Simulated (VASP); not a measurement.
## Te: single point with r2SCAN

The system is Te.

```
CELL_PARAMETERS angstrom
4.63249 0.00000 0.00000
-2.31624 4.01185 0.00000
0.00000 0.00000 5.88690
ATOMIC_POSITIONS crystal
Te 0.25359 0.00000 0.33333
Te 0.00000 0.25359 0.66667
Te 0.74641 0.74641 0.00000
```

| Property | Result |
| --- | --- |
| Program | VASP 6.6.1 |
| Task | single point |
| Functional | r2SCAN |
| Potentials or basis | VASP PAW PBE potentials, release 64 (Te) |
| Cutoff | 550 eV |
| k mesh | 8 × 8 × 6 |
| Occupations | methfessel-paxton, width 0.1 eV |
| Spin | no spin polarisation |

The pressure is 0.0 GPa, the largest force is 0.019 eV/Å and the band gap on the k mesh is 0.78 eV.

Forces in eV/Å, atoms in the order of the input:
```
Te   0.019  0.000  0.000
Te  -0.010  0.017  0.000
Te  -0.010 -0.017  0.000
```

Stress tensor (GPa, compression positive):
```
-0.02  0.00  0.00
 0.00 -0.02  0.00
 0.00  0.00  0.13
```

Levels at points of the mesh, in eV from the valence-band top:
| k point | band 5 | band 6 | band 7 | band 8 | band 9 | band 10 | band 11 | band 12 | band 13 | band 14 |
| --- | --- | --- | --- | --- | --- | --- | --- | --- | --- | --- |
| (0.00, 0.00, 0.00) | -3.01 | -3.01 | -1.69 | -1.69 | -0.66 | 1.24 | 1.24 | 1.74 | 5.43 | 5.43 |
| (0.50, 0.00, 0.00) | -4.34 | -3.41 | -3.12 | -1.25 | -0.92 | 1.29 | 1.45 | 3.76 | 3.84 | 7.37 |
| (0.00, 0.00, 0.50) | -2.79 | -2.79 | -1.36 | -1.23 | -1.23 | 0.78 | 0.87 | 0.87 | 4.77 | 5.84 |
| (0.50, 0.00, 0.50) | -3.81 | -3.68 | -2.18 | -1.80 | -0.10 | 1.18 | 2.16 | 2.62 | 5.14 | 6.13 |

Wall time 6.8 min on 1 thread of Intel Xeon 8259CL, on a shared host, peak memory 0.29 GiB.

Caveat: the PAW data sets were made with another functional, which shifts forces and pressure a little; spin-orbit coupling is left out, which moves the levels of the heavy elements. A k mesh can miss the band edges.
